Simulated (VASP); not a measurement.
# Al (P6_3/mmc) in VASP: notebook

Runs on Al. Level: LDA. Tasks: single point.

Program: VASP 6.6.1. These are calculated values, not measurements. Logs are shortened: lines on timing, memory, paths and dates and some standing lists are left out, and cuts for length are marked.

**1. The cell of the first run**

The structure is hexagonal, space group P6_3/mmc (No. 194). The conventional cell has a = 2.950 Å, b = 2.950 Å, c = 4.780 Å, α = 90.00°, β = 90.00°, γ = 120.00°. Al (site symmetry -6m2) has 12 Al at 2.93 to 2.95 Å within 3.9 Å.

This isn't the form of Al at room conditions, which is fcc.

**2. Single point, LDA**

The input, INCAR:

```
ALGO = Normal
EDIFF = 1E-6
ENCUT = 520
GGA = CA
ISIF = 2
ISMEAR = 0
LASPH = T
LCHARG = F
LREAL = F
LWAVE = F
NBANDS = 10
NELM = 80
PREC = Accurate
SIGMA = 0.15
```

The input, KPOINTS:

```
k-points
0
Gamma
  18 18 10
```

The input, POSCAR:

```
Al
1.0
    2.9496000000      0.0000000000      0.0000000000
   -1.4748000000      2.5544285310      0.0000000000
    0.0000000000      0.0000000000      4.7800000000
Al
2
Direct
    0.6666666667      0.3333333333      0.7500000000
    0.3333333333      0.6666666667      0.2500000000
```

Potentials or basis: VASP PAW LDA potentials, release 64 (Al).

Started as:

```console
> cat potpaw_LDA.64/Al/POTCAR > POTCAR
> mpirun -np 1 vasp_std > vasp.out
```

OUTCAR:

```text
EDIFF = 1E-6
   ENCUT = 520
   GGA = CA
   ISIF = 2
   ISMEAR = 0
   LASPH = T
   LREAL = F
   NELM = 80
   PREC = Accurate

 ion  position               nearest neighbor table
   1  0.667  0.333  0.750-   2 2.93   2 2.93   2 2.93   2 2.93   2 2.93   2 2.93
   2  0.333  0.667  0.250-   1 2.93   1 2.93   1 2.93   1 2.93   1 2.93   1 2.93

  LATTYP: Found a hexagonal cell.
 ALAT       =     2.9496000000
 C/A-ratio  =     1.6205587198

  Lattice vectors:

 A1 = (   2.9496000000,   0.0000000000,   0.0000000000)
 A2 = (  -1.4748000000,   2.5544285310,   0.0000000000)
 A3 = (   0.0000000000,   0.0000000000,   4.7800000000)

Analysis of symmetry for initial positions (statically):
=====================================================================
 Subroutine PRICEL returns:
 Original cell was already a primitive cell.

 Routine SETGRP: Setting up the symmetry group for a
 hexagonal supercell.

 Subroutine GETGRP returns: Found 24 space group operations
 (whereof 12 operations were pure point group operations)
 out of a pool of 24 trial point group operations.

The static configuration has the point symmetry D_3d.
 The point group associated with its full space group is D_6h.

Analysis of symmetry for dynamics (positions and initial velocities):
=====================================================================
 Subroutine PRICEL returns:
 Original cell was already a primitive cell.

 Routine SETGRP: Setting up the symmetry group for a
 hexagonal supercell.

 Subroutine GETGRP returns: Found 24 space group operations
 (whereof 12 operations were pure point group operations)
 out of a pool of 24 trial point group operations.

The dynamic configuration has the point symmetry D_3d.
 The point group associated with its full space group is D_6h.

 Subroutine INISYM returns: Found 24 space group operations
 (whereof 12 operations are pure point group operations),
 and found     1 'primitive' translations

----------------------------------------------------------------------------------------

                                     Primitive cell

  volume of cell :      36.0151

  direct lattice vectors                    reciprocal lattice vectors
     2.949600000  0.000000000  0.000000000     0.339029021  0.195738496  0.000000000
    -1.474800000  2.554428531  0.000000000     0.000000000  0.391476993  0.000000000
     0.000000000  0.000000000  4.780000000     0.000000000  0.000000000  0.209205021

  length of vectors
     2.949600000  2.949600000  4.780000000     0.391476993  0.391476993  0.209205021

  position of ions in fractional coordinates (direct lattice)
     0.666666667  0.333333333  0.750000000
     0.333333333  0.666666667  0.250000000

  ion indices of the primitive-cell ions
   primitive index   ion index
                 1           1
                 2           2

----------------------------------------------------------------------------------------

 KPOINTS: k-points

Automatic generation of k-mesh.
 Grid dimensions read from file:
 generate k-points for:   18   18   10

 Generating k-lattice:

  Cartesian coordinates                     Fractional coordinates (reciprocal lattice)
     0.018834946  0.010874361  0.000000000     0.055555556  0.000000000  0.000000000
     0.000000000  0.021748722  0.000000000     0.000000000  0.055555556  0.000000000
     0.000000000  0.000000000  0.020920502     0.000000000  0.000000000  0.100000000

  Length of vectors
     0.021748722  0.021748722  0.020920502

  Shift w.r.t. Gamma in fractional coordinates (k-lattice)
     0.000000000  0.000000000  0.000000000

 Subroutine IBZKPT returns following result:
 ===========================================

 Found    222 irreducible k-points:

 Following reciprocal coordinates:
            Coordinates               Weight
  0.000000  0.000000  0.000000      1.000000
  0.055556  0.000000  0.000000      6.000000
  0.111111  0.000000  0.000000      6.000000
  0.166667  0.000000  0.000000      6.000000
  0.222222  0.000000  0.000000      6.000000
  0.277778  0.000000  0.000000      6.000000
[... 16 lines left out ...]
  0.333333  0.111111  0.000000     12.000000
  0.388889  0.111111  0.000000     12.000000
 [... further k-points ...]
   k-points           NKPTS =    222   k-points in BZ     NKDIM =    222   number of bands    NBANDS=     10
   number of dos      NEDOS =    301   number of ions     NIONS =      2
   total plane-waves  NPLWV =  20736
   dimension x,y,z NGX =    24 NGY =   24 NGZ =   36
   dimension x,y,z NGXF=    48 NGYF=   48 NGZF=   72
   ions per type =               2
   NGX,Y,Z   is equivalent  to a cutoff of  13.53, 13.53, 12.52 a.u.
   NGXF,Y,Z  is equivalent  to a cutoff of  27.05, 27.05, 25.04 a.u.
 SYSTEM =  unknown system
   PREC   = accura    normal or accurate (medium, high low for compatibility)
   ISTART =      0    job   : 0-new  1-cont  2-samecut
   ICHARG =      2    charge: 1-file 2-atom 10-const
   ISPIN  =      1    spin polarized calculation?
   LNONCOLLINEAR =      F non collinear calculations
   LSORBIT =      F    spin-orbit coupling
   LASPH  =      T    aspherical Exc in radial PAW
   ENCUT  =  520.0 eV  38.22 Ry    6.18 a.u.   5.48  5.48  8.89*2*pi/ulx,y,z
   NELM   =     80;   NELMIN=  2; NELMDL= -5     # of ELM steps
   EDIFF  = 0.1E-05   stopping-criterion for ELM
   LREAL  =      F    real-space projection
   EDIFFG = 0.1E-04   stopping-criterion for IOM
   NSW    =      0    number of steps for IOM
   IBRION =     -1    ionic relax: 0-MD 1-quasi-New 2-CG
   NFREE  =      0    steps in history (QN), initial steepest desc. (CG)
   ISIF   =      2    stress and relaxation
   ISYM   =      2    0-nonsym 1-usesym 2-fastsym
   POTIM  = 0.5000    time-step for ionic-motion
   TEBEG  =    0.0;   TEEND  =   0.0 temperature during run
   PSTRESS=    0.0 pullay stress
   NELECT =       6.0000    total number of electrons
   NUPDOWN=      -1.0000    fix difference up-down
   EMIN   =  10.00;   EMAX   =-10.00  energy-range for DOS
   EFERMI =   0.00;   METHOD = LEGACY
   ISMEAR =     0;   SIGMA  =   0.15  broadening in eV -4-tet -1-fermi 0-gaus
   EFERMI_NEDOS =   21; number of points for ismear=-14 and -15
   IALGO  =     38    algorithm
   IMIX   =      4    mixing-type and parameters
     AMIX     =   0.40;   BMIX     =  1.00
     AMIX_MAG =   1.60;   BMIX_MAG =  1.00
  volume/ion in A,a.u.               =      18.01       121.52
  Fermi-wavevector in a.u.,A,eV,Ry     =   0.900804  1.702273 11.040419  0.811448
  Thomas-Fermi vector in A             =   2.023807
   LORBIT       =      0    0 simple, 1 ext, 2 COOP (PROOUT), +10 PAW based schemes
   GGA     = CA    functional components
   LHFCALC =     F    Hartree Fock is set to
   AEXX    =    0.0000 exact exchange contribution
   IVDW    =     0    specifies the selected vdW correction
   LEPSILON=     F    determine dielectric tensor
   LRPA    =     F    only Hartree local field effects (RPA)
 non-spin polarized calculation
 Gauss-broadening in eV      SIGMA  =   0.15
  energy-cutoff  :      520.00
  volume of cell :       36.02
 maximum number of plane-waves:       996
 NGX is ok and might be reduce to    24
   NGX = 11   NGY = 11   NGZ = 17

 number of electron       6.0000000 magnetization

 Free energy of the ion-electron system (eV)
  ---------------------------------------------------
  ext. energy  EPLUGINS =         0.00000000
  ---------------------------------------------------
  free energy    TOTEN  =        -8.21012570 eV

  energy without entropy =       -8.19877117  energy(sigma->0) =       -8.20444844

 E-fermi :   6.8978     XC(G=0): -10.0253

 val. band max:        6.8820044929   @ k =   0.2778   0.2222   0.2000
 cond. band min:       6.9008951707   @ k =   0.3333   0.2778   0.3000
 fundamental gap:      0.0188906778
 Fermi energy:         6.8978488197

 k-point     1 :       0.0000    0.0000    0.0000
  band No.  band energies     occupation
      1      -3.6003      2.00000
      2       2.7169      2.00000
      3       2.7496      2.00000
      4      16.5228      0.00000
      5      16.5228      0.00000
      6      17.2591      0.00000
      7      17.2591      0.00000
      8      18.6548      0.00000
      9      19.8800      0.00000
     10      20.0759      0.00000

 k-point     2 :       0.0556    0.0000    0.0000
  band No.  band energies     occupation
      1      -3.5305      2.00000
      2       2.7857      2.00000
      3       2.8146      2.00000
      4      15.2378      0.00000
      5      15.7982      0.00000
      6      17.1031      0.00000
      7      18.1022      0.00000
      8      19.2484      0.00000
      9      19.9018      0.00000
     10      20.2785      0.00000

 k-point     3 :       0.1111    0.0000    0.0000
  band No.  band energies     occupation
      1      -3.3212      2.00000
      2       2.9918      2.00000
      3       3.0096      2.00000
      4      13.3407      0.00000
      5      14.9170      0.00000
      6      16.4295      0.00000
      7      18.6722      0.00000
      8      18.8674      0.00000
      9      19.3018      0.00000
     10      20.0054      0.00000

 k-point     4 :       0.1667    0.0000    0.0000
  band No.  band energies     occupation
      1      -2.9732      2.00000
      2       3.3335      2.00000
      3       3.3344      2.00000
      4      11.4308      0.00000
      5      14.1386      0.00000
      6      15.6621      0.00000
      7      17.0878      0.00000
      8      17.1967      0.00000
      9      19.1950      0.00000
     10      20.2408      0.00000

 k-point     5 :       0.2222    0.0000    0.0000
  band No.  band energies     occupation
      1      -2.4873      2.00000
      2       3.7888      2.00000
      3       3.8072      2.00000
      4       9.5939      0.00000
      5      13.4773      0.00000
      6      14.8046      0.00000
      7      15.4517      0.00000
      8      15.6418      0.00000
      9      18.6093      0.00000
     10      19.5362      0.00000

 k-point     6 :       0.2778    0.0000    0.0000
  band No.  band energies     occupation
      1      -1.8651      2.00000
      2       4.3719      2.00000
      3       4.4042      2.00000
      4       7.8630      0.00000
      5      12.9358      0.00000
      6      13.5552      0.00000
      7      13.7653      0.00000
      8      14.7356      0.00000
      9      18.1233      0.00000
     10      18.9618      0.00000
[... 183 lines left out ...]
 k-point    21 :       0.2222    0.1111    0.0000
  band No.  band energies     occupation
      1      -1.6582      2.00000
      2       4.5661      2.00000
      3       4.6022      2.00000
      4       8.0552      0.00000
      5      10.3396      0.00000
      6      13.8684      0.00000
      7      13.9688      0.00000
      8      16.1193      0.00000
      9      16.6186      0.00000
     10      17.3635      0.00000

 k-point    22 :       0.2778    0.1111    0.0000
  band No.  band energies     occupation
      1      -0.9026      2.00000
      2       5.2573      2.00000
      3       5.2756      2.00000
      4       6.5032      1.99980
      5       9.8779      0.00000
      6      12.3278      0.00000
      7      12.4743      0.00000
      8      15.7173      0.00000
      9      16.1053      0.00000
     10      16.9627      0.00000

 k-point    23 :       0.3333    0.1111    0.0000
  band No.  band energies     occupation
      1      -0.0153      2.00000
      2       4.7694      2.00000
      3       6.1061      2.00000
      4       6.3299      2.00000
      5       9.5176      0.00000
      6      10.8834      0.00000
      7      11.1004      0.00000
      8      15.4285      0.00000
      9      15.7514      0.00000
     10      16.6686      0.00000

 k-point    24 :       0.3889    0.1111    0.0000
  band No.  band energies     occupation
      1       0.9979      2.00000
      2       3.4315      2.00000
      3       7.0326      0.20405
      4       7.2359      0.00144
      5       9.1283      0.00000
      6       9.5831      0.00000
      7      10.0001      0.00000
      8      15.2544      0.00000
      9      15.5421      0.00000
     10      16.4897      0.00000

 [... further k-points ...]
[... 5 lines left out ...]
  --------------------------------------------------------------------------------------
  -------------------------------------------------------------------------------------
  Total       -1.6799815     -1.6799815     -1.6078635      0.0000000     -0.0000000      0.0000000
  in kB      -74.7360802    -74.7360802    -71.5278181      0.0000000     -0.0000000      0.0000000
  external PRESSURE =     -73.6666595 kB  Pullay stress =       0.0000000 kB

 VOLUME and BASIS-vectors are now :
 -----------------------------------------------------------------------------
  energy-cutoff  :      520.00
  volume of cell :       36.02
      direct lattice vectors                 reciprocal lattice vectors
     2.949600000  0.000000000  0.000000000     0.339029021  0.195738496  0.000000000
    -1.474800000  2.554428531  0.000000000     0.000000000  0.391476993  0.000000000
     0.000000000  0.000000000  4.780000000     0.000000000  0.000000000  0.209205021

 POSITION                                       TOTAL-FORCE (eV/Angst)
 -----------------------------------------------------------------------------------
      1.47480      0.85148      3.58500         0.000000      0.000000      0.000000
     -0.00000      1.70295      1.19500        -0.000000     -0.000000      0.000000
 -----------------------------------------------------------------------------------
    total drift:                                0.000000     -0.000000     -0.000000

  FREE ENERGIE OF THE ION-ELECTRON SYSTEM (eV)
  ---------------------------------------------------
  free  energy   TOTEN  =        -8.2101257049 eV

  energy  without entropy=       -8.1987711676  energy(sigma->0) =       -8.20444844
```

Run time: 64 s. Hardware: 1 thread of Intel Xeon 8259CL, shared host; peak memory 0.18 GiB.

What came out:

```yaml
Free_energy: -8.2101 eV
Pressure: -7.4 GPa
Band_gap_on_the_k_mesh: zero (bands 3 and 4 overlap by 7.16 eV)
```

Stress tensor (GPa, compression positive):
```
-7.47  0.00  0.00
 0.00 -7.47  0.00
 0.00  0.00 -7.15
```

Caveat: the cell stands under tension.

(Part 1 of 2 ends here.)
